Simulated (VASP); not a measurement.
The system is Mg.

```
Mg
1.0
     2.86244    0.00000    0.00000
     0.00000    2.86244    0.00000
     0.00000    0.00000    2.86244
Mg
1
Cartesian
  0.0000 0.0000 0.0000
```

This isn't the form of Mg at room conditions, which is hcp.

| Property | Result |
| --- | --- |
| Program | VASP 6.6.1 |
| Task | relaxation of cell and atoms |
| Functional | PBE |
| Potentials or basis | VASP PAW PBE potentials, release 64 (Mg) |
| Cutoff | 600 eV |
| k mesh | 6 × 6 × 6 |
| Occupations | gaussian, width 0.1 eV |
| Spin | no spin polarisation |

At the start: pressure 5.0 GPa; volume 23.45 Å³/atom.

Task: How do energy, volume and symmetry change on relaxing?

Result: Over 3 steps the energy falls by 66.6 meV/atom and the volume is 28.09 Å³/atom (+19.8 %); space group Pm-3m (No. 221, to 0.1 Å) before and after.

Step by step:
```tsv
step	energy change (eV)	largest force (eV/Å)	pressure (GPa)	volume (Å³)
1	0.0000	0.0000	5.01	23.45
2	-0.0557	0.0000	1.94	26.03
3	-0.0666	0.0000	-0.09	28.09
```

Final structure:
```
CELL_PARAMETERS angstrom
3.03977 0.00000 0.00000
0.00000 3.03977 0.00000
0.00000 0.00000 3.03977
ATOMIC_POSITIONS crystal
Mg 0.00000 0.00000 0.00000
```

Caveat: the k points lie up to 0.34 Å⁻¹ apart in the final cell, too coarse for converged energies and pressures of a metal; the volume moved by over 15 % at a fixed basis, so the end points are rough.
